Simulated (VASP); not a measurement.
Here is a VASP 6.6.1 calculation.

The input INCAR:

```
  ALGO = Normal
  EDIFF = 1E-6
  EDIFFG = -0.005
  ENCUT = 600
  GGA = PS
  IBRION = 2
  ISIF = 3
  ISMEAR = -1
  LASPH = T
  LCHARG = F
  LREAL = F
  LWAVE = F
  NELM = 80
  NSW = 80
  PREC = Accurate
  PSTRESS = 200.0
  SIGMA = 0.05
```

The input KPOINTS:

```
k-points
0
Gamma
  12 12 12
```

Contents of POSCAR:

```
Zn
1.0
   -1.5690370000      1.5690370000      1.5690370000
    1.5690370000     -1.5690370000      1.5690370000
    1.5690370000      1.5690370000     -1.5690370000
Zn
1
Direct
    0.0000000000      0.0000000000      0.0000000000
```

Potentials or basis: VASP PAW PBE potentials, release 64 (Zn).

Launch:

```console
$ cat potpaw_PBE.64/Zn/POTCAR > POTCAR
$ mpirun -np 1 vasp_std > vasp.out
```

Q: Predict the band gap on the k mesh.

A: Zero (band 6 reaches 9.39 eV, above the bottom of band 7 at 4.30 eV).

Q: Predict the relaxed volume.

A: 12.21 Å³/atom.

Q: Predict the relaxed cell.

A: a = 2.513 Å, b = 2.513 Å, c = 2.513 Å, α = 109.47°, β = 109.47°, γ = 109.47°.

Final structure:
```yaml
crystal:
  lattice:
    - [-1.45080, 1.45080, 1.45080]
    - [1.45080, -1.45080, 1.45080]
    - [1.45080, 1.45080, -1.45080]
  atoms:
    - { symbol: Zn, position: [0.00000, 0.00000, 0.00000] }
```

Caveat: the cell is relaxed towards a set pressure, so the enthalpy falls and the energy may rise; the volume moved by over 15 % at a fixed basis, so the end points are rough; the PAW data sets were made with another functional, which shifts forces and pressure a little.
